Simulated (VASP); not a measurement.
# Mg (P6/mmm) in VASP: a series of runs, part 2 of 2

VASP 6.6.1.

## (3) Equation of state, LAK

The input, POSCAR.step1:

```
Mg
1.0
    2.9558994528      0.0000000000      0.0000000000
   -1.4779497264      2.5598840171      0.0000000000
    0.0000000000      0.0000000000      2.9506062668
Mg
1
Direct
    0.0000000000      0.0000000000      0.0000000000
```

The input, POSCAR.step2:

```
Mg
1.0
    2.9880313120      0.0000000000      0.0000000000
   -1.4940156560      2.5877110235      0.0000000000
    0.0000000000      0.0000000000      2.9826805869
Mg
1
Direct
    0.0000000000      0.0000000000      0.0000000000
```

The input, POSCAR.step3:

```
Mg
1.0
    3.0194865847      0.0000000000      0.0000000000
   -1.5097432924      2.6149520888      0.0000000000
    0.0000000000      0.0000000000      3.0140795320
Mg
1
Direct
    0.0000000000      0.0000000000      0.0000000000
```

The input, POSCAR.step4:

```
Mg
1.0
    3.0502998005      0.0000000000      0.0000000000
   -1.5251499003      2.6416371164      0.0000000000
    0.0000000000      0.0000000000      3.0448375700
Mg
1
Direct
    0.0000000000      0.0000000000      0.0000000000
```

The input, POSCAR.step5:

```
Mg
1.0
    3.0805027529      0.0000000000      0.0000000000
   -1.5402513765      2.6677936404      0.0000000000
    0.0000000000      0.0000000000      3.0749864374
Mg
1
Direct
    0.0000000000      0.0000000000      0.0000000000
```

The input, POSCAR.step6:

```
Mg
1.0
    3.1101247888      0.0000000000      0.0000000000
   -1.5550623945      2.6934470761      0.0000000000
    0.0000000000      0.0000000000      3.1045554286
Mg
1
Direct
    0.0000000000      0.0000000000      0.0000000000
```

The input, POSCAR.step7:

```
Mg
1.0
    3.1391930605      0.0000000000      0.0000000000
   -1.5695965303      2.7186209378      0.0000000000
    0.0000000000      0.0000000000      3.1335716471
Mg
1
Direct
    0.0000000000      0.0000000000      0.0000000000
```

The input, INCAR:

```
SYSTEM = Mg
METAGGA = LAK ; ISMEAR = 1
SIGMA = 0.05 ; LWAVE = .FALSE.
LCHARG = .FALSE. ; ISIF = 2
NSW = 0 ; PREC = Accurate
LASPH = .TRUE. ; LREAL = .FALSE.
ALGO = Normal ; EDIFF = 1E-7
NELM = 120 ; GGA_COMPAT = .FALSE.
ENCUT = 600 ; LMIXTAU = .TRUE.
```

The input, KPOINTS:

```
Automatic mesh
0
Gamma
  20 20 17
  0 0 0
```

Potentials or basis: VASP PAW PBE potentials, release 64 (Mg).

On the command line:

```console
> cat potpaw_PBE.64/Mg/POTCAR > POTCAR
> cp POSCAR.step1 POSCAR
> mpirun -np 1 vasp_std > vasp.out
> cp POSCAR.step2 POSCAR
> mpirun -np 1 vasp_std > vasp.out
> cp POSCAR.step3 POSCAR
> mpirun -np 1 vasp_std > vasp.out
> cp POSCAR.step4 POSCAR
> mpirun -np 1 vasp_std > vasp.out
> cp POSCAR.step5 POSCAR
> mpirun -np 1 vasp_std > vasp.out
> cp POSCAR.step6 POSCAR
> mpirun -np 1 vasp_std > vasp.out
> cp POSCAR.step7 POSCAR
> mpirun -np 1 vasp_std > vasp.out
```

OUTCAR:

```text
SYSTEM = Mg
   METAGGA = LAK
   ISMEAR = 1
   ISIF = 2
   NSW = 0
   PREC = Accurate
   LASPH = .TRUE.
   LREAL = .FALSE.
   EDIFF = 1E-7
   NELM = 120
   ENCUT = 600

 ion  position               nearest neighbor table
   1  0.000  0.000  0.000-

  LATTYP: Found a hexagonal cell.
 ALAT       =     3.1391930605
 C/A-ratio  =     0.9982092808

  Lattice vectors:

 A1 = (   3.1391930605,   0.0000000000,   0.0000000000)
 A2 = (  -1.5695965303,   2.7186209378,   0.0000000000)
 A3 = (   0.0000000000,   0.0000000000,   3.1335716471)

Analysis of symmetry for initial positions (statically):
=====================================================================
 Subroutine PRICEL returns:
 Original cell was already a primitive cell.

 Routine SETGRP: Setting up the symmetry group for a
 hexagonal supercell.

 Subroutine GETGRP returns: Found 24 space group operations
 (whereof 24 operations were pure point group operations)
 out of a pool of 24 trial point group operations.

The static configuration has the point symmetry D_6h.

Analysis of symmetry for dynamics (positions and initial velocities):
=====================================================================
 Subroutine PRICEL returns:
 Original cell was already a primitive cell.

 Routine SETGRP: Setting up the symmetry group for a
 hexagonal supercell.

 Subroutine GETGRP returns: Found 24 space group operations
 (whereof 24 operations were pure point group operations)
 out of a pool of 24 trial point group operations.

The dynamic configuration has the point symmetry D_6h.

 Subroutine INISYM returns: Found 24 space group operations
 (whereof 24 operations are pure point group operations),
 and found     1 'primitive' translations

----------------------------------------------------------------------------------------

[... 111 lines left out ...]
     AMIX     =   0.40;   BMIX     =  1.00
     AMIX_MAG =   1.60;   BMIX_MAG =  1.00
  volume/ion in A,a.u.               =      26.74       180.47
  Fermi-wavevector in a.u.,A,eV,Ry     =   0.689736  1.303412  6.472773  0.475735
  Thomas-Fermi vector in A             =   1.770905
   LORBIT       =      0    0 simple, 1 ext, 2 COOP (PROOUT), +10 PAW based schemes
   METAGGA = LAK    functional components
   LHFCALC =     F    Hartree Fock is set to
   AEXX    =    0.0000 exact exchange contribution
   IVDW    =     0    specifies the selected vdW correction
   LEPSILON=     F    determine dielectric tensor
   LRPA    =     F    only Hartree local field effects (RPA)

   CSHIFT  =0.1000    complex shift for real part using Kramers Kronig

   OMEGAMAX=  -1.0    maximum frequency
 non-spin polarized calculation
 Methfessel and Paxton  Order N= 1 SIGMA  =   0.05
  energy-cutoff  :      600.00
  volume of cell :       26.74
 maximum number of plane-waves:       918
 NGX is ok and might be reduce to    28
   NGX = 13   NGY = 13   NGZ = 13

 number of electron       2.0000000 magnetization

 Free energy of the ion-electron system (eV)
  ---------------------------------------------------
  ext. energy  EPLUGINS =         0.00000000
  ---------------------------------------------------
  free energy    TOTEN  =        -0.54738988 eV

  energy without entropy =       -0.54747329  energy(sigma->0) =       -0.54741768

 E-fermi :   1.8826     XC(G=0):  -8.7663

 val. band max:        1.8770906277   @ k =   0.0500  -0.0000   0.3529
 cond. band min:       1.8830126528   @ k =   0.4000   0.2000   0.1765
 fundamental gap:      0.0059220251
 Fermi energy:         1.8825911843

 k-point     1 :       0.0000    0.0000    0.0000
  band No.  band energies     occupation
      1      -5.0789      2.00000
      2      10.1984      0.00000
      3      11.1615      0.00000
      4      15.1108      0.00000
      5      15.1108      0.00000
[... 177 lines left out ...]
 k-point    24 :       0.2500    0.1000    0.0000
  band No.  band energies     occupation
      1      -2.9057      2.00000
      2       5.6440      0.00000
      3       8.6690      0.00000
      4      13.0061      0.00000
      5      13.0826      0.00000

 [... further k-points ...]

------------------------ aborting loop because EDIFF is reached ----------------------------------------

  FORCE on cell =-STRESS in cart. coord.  units (eV):
  Direction    XX          YY          ZZ          XY          YZ          ZX
  --------------------------------------------------------------------------------------
  -------------------------------------------------------------------------------------
  Total       -0.3801275     -0.3801275     -0.3864378      0.0000000      0.0000000      0.0000000
  in kB      -22.7736963    -22.7736963    -23.1517523      0.0000000      0.0000000      0.0000000
  external PRESSURE =     -22.8997150 kB  Pullay stress =       0.0000000 kB

 VOLUME and BASIS-vectors are now :
 -----------------------------------------------------------------------------
  energy-cutoff  :      600.00
  volume of cell :       26.74
      direct lattice vectors                 reciprocal lattice vectors
     3.139193060  0.000000000  0.000000000     0.318553202  0.183916777  0.000000000
    -1.569596530  2.718620938  0.000000000     0.000000000  0.367833553  0.000000000
     0.000000000  0.000000000  3.133571647     0.000000000  0.000000000  0.319124664

 POSITION                                       TOTAL-FORCE (eV/Angst)
 -----------------------------------------------------------------------------------
      0.00000      0.00000      0.00000         0.000000      0.000000      0.000000
 -----------------------------------------------------------------------------------
    total drift:                               -0.000000     -0.000000      0.000000

  FREE ENERGIE OF THE ION-ELECTRON SYSTEM (eV)
  ---------------------------------------------------
  free  energy   TOTEN  =        -0.5473898803 eV

  energy  without entropy=       -0.5474732898  energy(sigma->0) =       -0.54741768
```

OUTCAR.step1:

```text
SYSTEM = Mg
   METAGGA = LAK
   ISMEAR = 1
   ISIF = 2
   NSW = 0
   PREC = Accurate
[... 417 lines left out ...]

 POSITION                                       TOTAL-FORCE (eV/Angst)
 -----------------------------------------------------------------------------------
      0.00000      0.00000      0.00000         0.000000      0.000000      0.000000
 -----------------------------------------------------------------------------------
    total drift:                                0.000000     -0.000000      0.000000

  FREE ENERGIE OF THE ION-ELECTRON SYSTEM (eV)
  ---------------------------------------------------
  free  energy   TOTEN  =        -0.5379725068 eV

  energy  without entropy=       -0.5379481918  energy(sigma->0) =       -0.53796440
```

It took 17 min on 1 thread of Intel Xeon Platinum 8488C (Sapphire Rapids), shared host; peak memory 0.23 GiB.

Results:

- Equilibrium volume: 24.62 Å³/atom
- Bulk modulus at fixed shape and positions: 33 GPa
- Pressure derivative of the bulk modulus: 3.9

Energy against volume, from the lowest point:
```tsv
volume (Å³/atom)	energy (meV/atom)
22.327	25.61
23.063	11.20
23.799	2.94
24.535	0.00
25.271	1.62
26.007	7.21
26.743	16.19
```

Caveat: the cell was scaled at fixed shape and fractional positions, which overstates the stiffness of a crystal with free parameters, most of all of layers and chains; the PAW data sets were made with another functional, which shifts forces and pressure a little.
